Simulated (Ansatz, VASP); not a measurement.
# One calculation of Y, two programs

```
Y
1.0
     3.65150    0.00000    0.00000
    -1.82575    3.16229    0.00000
     0.00000    0.00000    5.74740
Y
2
Direct
  0.33333 0.66667 0.25000
  0.66667 0.33333 0.75000
```

Alike in both runs: task electric field gradients; functional PBEsol; k mesh 12 × 12 × 7; occupations fermi-dirac, width 0.08 eV; no spin polarisation.

|  | VASP | Ansatz |
| --- | --- | --- |
| version | VASP 6.6.1 | Ansatz 0.2.0 |
| potentials or method | VASP PAW PBE potentials, release 64 (Y_sv) | PAW with Ansatz's default frozen-core files, scalar-relativistic |
| plane-wave cutoff (eV) | 520 | 420 |
| valence electrons in the cell | 22 | 22 |

```tsv
	VASP	Ansatz	Ansatz less VASP
pressure (GPa)	-2.3	-2.2	+0.10
traceless stress, the component that is largest in VASP (GPa)	-0.38	-0.38	-0.003
size of Vzz on the site where it differs most (V/Å²)	25.4	26.8	+1.40
```

VASP's potentials were made for PBE, not for PBEsol. With one functional, cell and mesh, what is left measures potentials, basis and numerics.
